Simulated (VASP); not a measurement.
# KYC in VASP: single point with PBE

Aim: the single point of KYC with PBE.

All numbers are computed with VASP 6.6.1; they aren't measurements. Logs are shortened: lines on timing, memory, paths and dates and some standing lists are left out, and cuts for length are marked.

## Step 1: The cell of the first run

The cell holds a sheet with vacuum, 3 atoms: a = 3.286 Å, b = 3.286 Å, c = 18.000 Å, α = 90.00°, β = 90.00°, γ = 120.00°.

The cell was built from a structure type or drawn by symmetry, and may not be a known phase.

## Step 2: Single point, PBE

INCAR reads:

```
SYSTEM = KYC
ALGO = Normal
DIPOL = 0.5 0.5 0.498
EDIFF = 1E-6
ENCUT = 520
GGA = PE
IDIPOL = 3
ISIF = 2
ISMEAR = 0
LASPH = .True.
LCHARG = .False.
LDIPOL = .True.
LREAL = .False.
LWAVE = .False.
NBANDS = 19
NELM = 80
PREC = Accurate
SIGMA = 0.1
```

KPOINTS reads:

```
k-points
0
Gamma
  6 6 1
  0 0 0
```

POSCAR reads:

```
KYC
1.0
    3.2856816700      0.0000000000      0.0000000000
   -1.6428408300      2.8454842100      0.0000000000
    0.0000000000      0.0000000000     18.0000000000
K Y C
1 1 1
Direct
    0.0000000000      0.0000000000      0.4071366400
    0.0000000000      0.0000000000      0.5928633600
    0.3333333300      0.6666666700      0.4934246400
```

Potentials or basis: VASP PAW PBE potentials, release 64 (K_sv, Y_sv, C).

The run is started by

```bash
cat potpaw_PBE.64/K_sv/POTCAR potpaw_PBE.64/Y_sv/POTCAR potpaw_PBE.64/C/POTCAR > POTCAR
mpirun -np 1 vasp_std > vasp.out
```

OUTCAR:

```text
SYSTEM = KYC
   EDIFF = 1E-6
   ENCUT = 520
   GGA = PE
   ISIF = 2
   ISMEAR = 0
   LASPH = .True.
   LREAL = .False.
   NELM = 80
   PREC = Accurate

 ion  position               nearest neighbor table
   1  0.000  0.000  0.407-   3 2.45   3 2.45   3 2.45   2 3.34
   2  0.000  0.000  0.593-   3 2.61   3 2.61   3 2.61   1 3.34
   3  0.333  0.667  0.493-   1 2.45   1 2.45   1 2.45   2 2.61   2 2.61   2 2.61

  LATTYP: Found a hexagonal cell.
 ALAT       =     3.2856816700
 C/A-ratio  =     5.4783152502

  Lattice vectors:

 A1 = (   3.2856816700,   0.0000000000,   0.0000000000)
 A2 = (  -1.6428408300,   2.8454842100,   0.0000000000)
 A3 = (   0.0000000000,   0.0000000000,  18.0000000000)

Analysis of symmetry for initial positions (statically):
=====================================================================
 Subroutine PRICEL returns:
 Original cell was already a primitive cell.

 Routine SETGRP: Setting up the symmetry group for a
 hexagonal supercell.

 Subroutine GETGRP returns: Found  6 space group operations
 (whereof  6 operations were pure point group operations)
 out of a pool of 24 trial point group operations.

The static configuration has the point symmetry C_3v.

Analysis of symmetry for dynamics (positions and initial velocities):
=====================================================================
 Subroutine PRICEL returns:
 Original cell was already a primitive cell.

 Routine SETGRP: Setting up the symmetry group for a
 hexagonal supercell.

 Subroutine GETGRP returns: Found  6 space group operations
 (whereof  6 operations were pure point group operations)
 out of a pool of 24 trial point group operations.

The dynamic configuration has the point symmetry C_3v.

 Subroutine INISYM returns: Found  6 space group operations
 (whereof  6 operations are pure point group operations),
 and found     1 'primitive' translations

----------------------------------------------------------------------------------------

                                     Primitive cell

  volume of cell :     168.2884

  direct lattice vectors                    reciprocal lattice vectors
     3.285681670  0.000000000  0.000000000     0.304350847  0.175717017  0.000000000
    -1.642840830  2.845484210  0.000000000     0.000000000  0.351434036  0.000000000
     0.000000000  0.000000000 18.000000000     0.000000000  0.000000000  0.055555556

  length of vectors
     3.285681670  3.285682027 18.000000000     0.351434074  0.351434036  0.055555556

  position of ions in fractional coordinates (direct lattice)
     0.000000000  0.000000000  0.407136640
     0.000000000  0.000000000  0.592863360
     0.333333330  0.666666670  0.493424640

  ion indices of the primitive-cell ions
   primitive index   ion index
                 1           1
                 2           2
                 3           3

----------------------------------------------------------------------------------------

 KPOINTS: k-points

Automatic generation of k-mesh.
 Grid dimensions read from file:
 generate k-points for:    6    6    1

 Generating k-lattice:

  Cartesian coordinates                     Fractional coordinates (reciprocal lattice)
     0.050725141  0.029286170  0.000000000     0.166666667  0.000000000  0.000000000
     0.000000000  0.058572339  0.000000000     0.000000000  0.166666667  0.000000000
     0.000000000  0.000000000  0.055555556     0.000000000  0.000000000  1.000000000

  Length of vectors
     0.058572346  0.058572339  0.055555556

  Shift w.r.t. Gamma in fractional coordinates (k-lattice)
     0.000000000  0.000000000  0.000000000

 Subroutine IBZKPT returns following result:
 ===========================================

 Found      7 irreducible k-points:

 Following reciprocal coordinates:
            Coordinates               Weight
  0.000000  0.000000  0.000000      1.000000
  0.166667  0.000000  0.000000      6.000000
  0.333333  0.000000  0.000000      6.000000
  0.500000  0.000000  0.000000      3.000000
  0.166667  0.166667  0.000000      6.000000
  0.333333  0.166667  0.000000     12.000000
  0.333333  0.333333  0.000000      2.000000
   k-points           NKPTS =      7   k-points in BZ     NKDIM =      7   number of bands    NBANDS=     19
   number of dos      NEDOS =    301   number of ions     NIONS =      3
   total plane-waves  NPLWV =  80640
   dimension x,y,z NGX =    24 NGY =   24 NGZ =  140
   dimension x,y,z NGXF=    48 NGYF=   48 NGZF=  280
   ions per type =               1   1   1
   NGX,Y,Z   is equivalent  to a cutoff of  12.14, 12.14, 12.93 a.u.
   NGXF,Y,Z  is equivalent  to a cutoff of  24.29, 24.29, 25.86 a.u.
 SYSTEM =  KYC
   PREC   = accura    normal or accurate (medium, high low for compatibility)
   ISTART =      0    job   : 0-new  1-cont  2-samecut
   ICHARG =      2    charge: 1-file 2-atom 10-const
   ISPIN  =      1    spin polarized calculation?
   LNONCOLLINEAR =      F non collinear calculations
   LSORBIT =      F    spin-orbit coupling
   LASPH  =      T    aspherical Exc in radial PAW
   ENCUT  =  520.0 eV  38.22 Ry    6.18 a.u.   6.11  6.11 33.47*2*pi/ulx,y,z
   NELM   =     80;   NELMIN=  2; NELMDL= -5     # of ELM steps
   EDIFF  = 0.1E-05   stopping-criterion for ELM
   LREAL  =      F    real-space projection
   EDIFFG = 0.1E-04   stopping-criterion for IOM
   NSW    =      0    number of steps for IOM
   IBRION =     -1    ionic relax: 0-MD 1-quasi-New 2-CG
   NFREE  =      0    steps in history (QN), initial steepest desc. (CG)
   ISIF   =      2    stress and relaxation
   ISYM   =      2    0-nonsym 1-usesym 2-fastsym
   POTIM  = 0.5000    time-step for ionic-motion
   TEBEG  =    0.0;   TEEND  =   0.0 temperature during run
   PSTRESS=    0.0 pullay stress
   NELECT =      24.0000    total number of electrons
   NUPDOWN=      -1.0000    fix difference up-down
   EMIN   =  10.00;   EMAX   =-10.00  energy-range for DOS
   EFERMI =   0.00;   METHOD = LEGACY
   ISMEAR =     0;   SIGMA  =   0.10  broadening in eV -4-tet -1-fermi 0-gaus
   EFERMI_NEDOS =   21; number of points for ismear=-14 and -15
   IALGO  =     38    algorithm
   IMIX   =      4    mixing-type and parameters
     AMIX     =   0.40;   BMIX     =  1.00
     AMIX_MAG =   1.60;   BMIX_MAG =  1.00
  volume/ion in A,a.u.               =      56.10       378.56
  Fermi-wavevector in a.u.,A,eV,Ry     =   0.855317  1.616315  9.953579  0.731567
  Thomas-Fermi vector in A             =   1.972048
   LORBIT       =      0    0 simple, 1 ext, 2 COOP (PROOUT), +10 PAW based schemes
   GGA     = PE    functional components
   LHFCALC =     F    Hartree Fock is set to
   AEXX    =    0.0000 exact exchange contribution
   IVDW    =     0    specifies the selected vdW correction
   LEPSILON=     F    determine dielectric tensor
   LRPA    =     F    only Hartree local field effects (RPA)
 non-spin polarized calculation
 Gauss-broadening in eV      SIGMA  =   0.10
  energy-cutoff  :      520.00
  volume of cell :      168.29
 maximum number of plane-waves:      4602
   NGX = 13   NGY = 13   NGZ = 67

 dipolmoment           0.000000      0.000000     -0.069543 electrons x Angstroem

 number of electron      24.0000000 magnetization

 dipolmoment           0.000000      0.000000      0.086489 electrons x Angstroem

 Free energy of the ion-electron system (eV)
  ---------------------------------------------------
  ext. energy  EPLUGINS =         0.00000000
  ---------------------------------------------------
  free energy    TOTEN  =       -12.12101921 eV

  energy without entropy =      -12.09547742  energy(sigma->0) =      -12.10824831

 E-fermi :  -0.4909     XC(G=0):  -4.5874

 val. band max:       -0.5536115406   @ k =   0.5000   0.0000   0.0000
 cond. band min:      -0.4488617759   @ k =   0.5000   0.0000   0.0000
 fundamental gap:      0.1047497647
 Fermi energy:        -0.4909274721

 k-point     1 :       0.0000    0.0000    0.0000
  band No.  band energies     occupation
      1     -43.2695      2.00000
      2     -31.4249      2.00000
      3     -23.2893      2.00000
      4     -22.8176      2.00000
      5     -22.8176      2.00000
      6     -15.3168      2.00000
[... 11 lines left out ...]
     18       2.1310      0.00000
     19       3.0499      0.00000

 k-point     2 :       0.1667    0.0000    0.0000
  band No.  band energies     occupation
      1     -43.2383      2.00000
      2     -31.3713      2.00000
      3     -23.2449      2.00000
      4     -23.0746      2.00000
      5     -22.8738      2.00000
      6     -15.2286      2.00000
[... 11 lines left out ...]
     18       2.5435      0.00000
     19       3.1599      0.00000

 k-point     3 :       0.3333    0.0000    0.0000
  band No.  band energies     occupation
      1     -43.1750      2.00000
      2     -31.2616      2.00000
      3     -23.5603      2.00000
      4     -23.1510      2.00000
      5     -22.9838      2.00000
      6     -15.4744      2.00000
[... 11 lines left out ...]
     18       3.6310      0.00000
     19       3.9070      0.00000

 k-point     4 :       0.5000    0.0000    0.0000
  band No.  band energies     occupation
      1     -43.1430      2.00000
      2     -31.2053      2.00000
      3     -23.7885      2.00000
      4     -23.1045      2.00000
      5     -23.0377      2.00000
      6     -15.7749      2.00000
[... 11 lines left out ...]
     18       4.0154      0.00000
     19       4.2117      0.00000

 k-point     5 :       0.1667    0.1667    0.0000
  band No.  band energies     occupation
      1     -43.1909      2.00000
      2     -31.2894      2.00000
      3     -23.3962      2.00000
      4     -23.1740      2.00000
      5     -23.0081      2.00000
      6     -15.2739      2.00000
[... 11 lines left out ...]
     18       3.4572      0.00000
     19       3.7897      0.00000

 k-point     6 :       0.3333    0.1667    0.0000
  band No.  band energies     occupation
      1     -43.1430      2.00000
      2     -31.2056      2.00000
      3     -23.6686      2.00000
      4     -23.1737      2.00000
      5     -23.1045      2.00000
      6     -15.6090      2.00000
[... 11 lines left out ...]
     18       3.8159      0.00000
     19       4.3540      0.00000

 k-point     7 :       0.3333    0.3333    0.0000
  band No.  band energies     occupation
      1     -43.1270      2.00000
      2     -31.1774      2.00000
      3     -23.5104      2.00000
      4     -23.4884      2.00000
      5     -23.0814      2.00000
      6     -15.4378      2.00000
[... 11 lines left out ...]
     18       3.4213      0.00000
     19       4.9593      0.00000

------------------------ aborting loop because EDIFF is reached ----------------------------------------

 vacuum level on the upper side and lower side of the slab       (xc-potential included)         0.433        -1.312

  FORCE on cell =-STRESS in cart. coord.  units (eV):
  Direction    XX          YY          ZZ          XY          YZ          ZX
  --------------------------------------------------------------------------------------
  -------------------------------------------------------------------------------------
  Total        5.5343057      5.5343073     -0.5355848      0.0000000     -0.0000000     -0.0000000
  in kB       52.6889512     52.6889666     -5.0989961      0.0000001     -0.0000000     -0.0000000
  external PRESSURE =      33.4263072 kB  Pullay stress =       0.0000000 kB

 VOLUME and BASIS-vectors are now :
 -----------------------------------------------------------------------------
  energy-cutoff  :      520.00
  volume of cell :      168.29
      direct lattice vectors                 reciprocal lattice vectors
     3.285681670  0.000000000  0.000000000     0.304350847  0.175717017  0.000000000
    -1.642840830  2.845484210  0.000000000     0.000000000  0.351434036  0.000000000
     0.000000000  0.000000000 18.000000000     0.000000000  0.000000000  0.055555556

 POSITION                                       TOTAL-FORCE (eV/Angst)
 -----------------------------------------------------------------------------------
      0.00000      0.00000      7.32846         0.000000     -0.000000     -2.178684
      0.00000      0.00000     10.67154         0.000000      0.000000     -2.185268
     -0.00000      1.89699      8.88164        -0.000000      0.000000      4.363952
 -----------------------------------------------------------------------------------
    total drift:                                0.000005     -0.000006      0.000540

  FREE ENERGIE OF THE ION-ELECTRON SYSTEM (eV)
  ---------------------------------------------------
  free  energy   TOTEN  =       -12.1210192057 eV

  energy  without entropy=      -12.0954774212  energy(sigma->0) =      -12.10824831

 vacuum level on the upper side and lower side of the slab         3.064         1.272
```

Run time: 74 s. Hardware: 1 thread of AMD EPYC 7R13, shared host; peak memory 0.25 GiB.

Results:

* Free energy: -12.1210 eV
* Largest force: 4.364 eV/Å
* Band gap on the k mesh: 0.10 eV

Forces on the atoms (eV/Å):
```
K    0.000  0.000 -2.179
Y    0.000  0.000 -2.185
C    0.000  0.000  4.364
```
